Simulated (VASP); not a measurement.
Input of a VASP 6.6.1 run:

File INCAR:

```
SYSTEM = Na
ALGO = Normal
EDIFF = 1E-7
ENCUT = 520
GGA = CA
ISIF = 2
ISMEAR = 1
LASPH = .TRUE.
LCHARG = .FALSE.
LREAL = .FALSE.
LWAVE = .FALSE.
NBANDS = 10
NELM = 80
PREC = Accurate
SIGMA = 0.05
```

The input KPOINTS:

```
k-points
0
G
  13 13 13
  0 0 0
```

Contents of POSCAR:

```
Na
1.0
    3.2940448402      0.0000000000      0.0000000000
    0.0000000000      3.2940448402      0.0000000000
    0.0000000000      0.0000000000      3.2940448402
Na
1
Direct
    0.0000000000      0.0000000000      0.0000000000
```

Potentials or basis: VASP PAW LDA potentials, release 64 (Na_pv).

The run is started by

```bash
$ cat potpaw_LDA.64/Na_pv/POTCAR > POTCAR
$ mpirun -np 1 vasp_std > vasp.out
```

Question: What does it give for the band gap on the k mesh?

Answer: Zero (an odd number of electrons rules out a gap without spin polarisation).

Question: Predict the pressure.

Answer: 0.0 GPa.
